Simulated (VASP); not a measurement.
Set up this calculation in VASP 6.6.1, as the native input.

```yaml
Task: relaxation of shape and atoms at fixed volume
Functional: r2SCAN
Potentials_or_basis: VASP PAW PBE potentials, release 64 (B, N)
Cutoff: 600 eV
k_mesh: 12 × 12 × 12
Occupations: gaussian, width 0.02 eV
Spin: no spin polarisation
Dipole_correction: no
Further_INCAR_settings: ALGO = Normal; EDIFF = 1e-06; IBRION = 2; EDIFFG = -0.01; NSW = 50; ISIF = 4
```

The system is BN.

```
CELL_PARAMETERS angstrom
0.00000 3.51691 2.18588
1.26318 0.00000 2.18588
1.26318 3.51691 0.00000
ATOMIC_POSITIONS crystal
B 0.00007 0.00007 0.99993
N 0.66663 0.66663 0.33337
```

The input as run:

POSCAR

```
BN
1.0
    0.0000000000      3.5169087099      2.1858799853
    1.2631832101      0.0000000000      2.1858799853
    1.2631832101      3.5169087099      0.0000000000
B N
1 1
Direct
    0.0000732539      0.0000732539      0.9999267461
    0.6666267361      0.6666267361      0.3333732639
```

INCAR.step1

```
PREC = Accurate
ENCUT = 600
ISMEAR = 0
SIGMA = 0.02
LREAL = False
LASPH = True
NELM = 80
GGA = PE
ALGO = Normal
EDIFF = 1E-4
LWAVE = True
LCHARG = False
```

INCAR.step2

```
PREC = Accurate
ENCUT = 600
EDIFF = 1E-6
ISMEAR = 0
SIGMA = 0.02
LREAL = False
LASPH = True
NELM = 80
ALGO = Normal
ISIF = 4
LWAVE = False
LCHARG = False
METAGGA = R2SCAN
LMIXTAU = True
IBRION = 2
NSW = 50
EDIFFG = -0.01
ISTART = 1
```

KPOINTS

```
regular mesh
0
Gamma
  12 12 12
```

Potentials or basis: VASP PAW PBE potentials, release 64 (B, N).

Launch:

```sh
$ cat potpaw_PBE.64/B/POTCAR potpaw_PBE.64/N/POTCAR > POTCAR
$ cp INCAR.step1 INCAR
$ mpirun -np 1 vasp_std > vasp.out
$ cp INCAR.step2 INCAR
$ mpirun -np 1 vasp_std > vasp.out
```

Results of the run:

```
Energy gained by relaxing : 4.7 meV/atom
Ionic steps               : 2
Pressure after relaxing   : -0.5 GPa
Band gap on the k mesh    : 4.45 eV (least direct gap 5.24 eV)
```

Caveat: the PAW data sets were made with another functional, which shifts forces and pressure a little.

Run time: 9.9 min on 1 thread of Oxide Virtual Turin-like Processor (shared host), peak memory 0.16 GiB.
